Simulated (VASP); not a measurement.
Wanted: the native input for a VASP 6.6.1 run.

```
Task                   : single point
Functional             : PBEsol
Potentials or basis    : VASP PAW PBE potentials, release 64 (Mg, O)
Cutoff                 : 520 eV
k mesh                 : 10 × 10 × 10
Occupations            : gaussian, width 0.05 eV
Spin                   : no spin polarisation
Dipole correction      : no
Further INCAR settings : ALGO = Normal; EDIFF = 1e-07; NBANDS = 11
```

The structure of MgO lies in POSCAR:

```
MgO
1.0
    0.0000000000      2.1351500000      2.1351500000
    2.1351500000      0.0000000000      2.1351500000
    2.1351500000      2.1351500000      0.0000000000
Mg O
1 1
Direct
    0.0351263377      0.0351263377     -0.0351263377
    0.5000000000      0.5000000000      0.5000000000
```

This cell differs from its parent crystal: all Mg atoms moved -0.150 Å, as atom 1 towards its neighbour atom 2 (O) at 2.135 Å.

These files were run (other wordings do the same):

INCAR

```
SYSTEM = MgO
  PREC = Accurate
  ENCUT = 520
  EDIFF = 1E-7
  ISMEAR = 0
  SIGMA = 0.05
  LREAL = .FALSE.
  LASPH = .TRUE.
  NELM = 80
  ALGO = Normal
  ISIF = 2
  LWAVE = .FALSE.
  LCHARG = .FALSE.
  GGA = PS
  NBANDS = 11
```

KPOINTS

```
regular mesh
0
G
  10 10 10
  0 0 0
```

Potentials or basis: VASP PAW PBE potentials, release 64 (Mg, O).

Launch:

```sh
$ cat potpaw_PBE.64/Mg/POTCAR potpaw_PBE.64/O/POTCAR > POTCAR
$ mpirun -np 1 vasp_std > vasp.out
```

It gave:

| Item | Value |
| --- | --- |
| Pressure | -4.4 GPa |
| Largest force | 0.779 eV/Å |
| Band gap on the k mesh | 4.24 eV, direct |

Caveat: the cell differs from its parent crystal (all Mg atoms moved -0.150 Å, as atom 1 towards its neighbour atom 2 (O) at 2.135 Å); the PAW data sets were made with another functional, which shifts forces and pressure a little.

It took 17 s on 1 thread of AMD EPYC 9R45 96-Core Processor (Zen 5), on a shared host, peak memory 0.12 GiB.
